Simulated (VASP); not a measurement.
A run of VASP 6.6.1:

Contents of INCAR:

```
SYSTEM = GaOsC4N4
ALGO = Normal ; EDIFF = 1E-7
ENCUT = 520 ; GGA = PE
ISIF = 2 ; ISMEAR = 0
ISPIN = 2 ; LASPH = .True.
LCHARG = .False. ; LMAXMIX = 4
LORBIT = 11 ; LREAL = .False.
LWAVE = .False. ; MAGMOM = 0 1 0 0 0 0 0 0 0 0
NBANDS = 44 ; NELM = 150
PREC = Accurate ; SIGMA = 0.1
```

KPOINTS

```
k-points
0
Gamma
  4 4 4
  0 0 0
```

Contents of POSCAR:

```
GaOsC4N4
1.0
    5.7907725350      0.0000000000      0.0000000000
    0.0000000000      5.7907725350      0.0000000000
    0.0000000000      0.0000000000      5.7907725350
Ga Os C N
1 1 4 4
Direct
    0.5000000000      0.5000000000      0.5000000000
    0.0000000000      0.0000000000      0.0000000000
    0.1942396554      0.1942396554      0.1942396554
    0.1942396554      0.8057603446      0.8057603446
    0.8057603446      0.1942396554      0.8057603446
    0.8057603446      0.8057603446      0.1942396554
    0.3125156223      0.3125156223      0.3125156223
    0.3125156223      0.6874843777      0.6874843777
    0.6874843777      0.3125156223      0.6874843777
    0.6874843777      0.6874843777      0.3125156223
```

Potentials or basis: VASP PAW PBE potentials, release 64 (Ga_d, Os, C, N).

The run is started by

```bash
$ cat potpaw_PBE.64/Ga_d/POTCAR potpaw_PBE.64/Os/POTCAR potpaw_PBE.64/C/POTCAR potpaw_PBE.64/N/POTCAR > POTCAR
$ mpirun -np 1 vasp_std > vasp.out
```

Hardware: 1 thread of AMD EPYC 9R45 96-Core Processor (Zen 5), on a shared host.

How long does it take, and how much memory?

It took 2.2 min on 1 thread of AMD EPYC 9R45 96-Core Processor (Zen 5) (shared host), peak memory 0.45 GiB. Counts: scf iterations 18, k points 10.
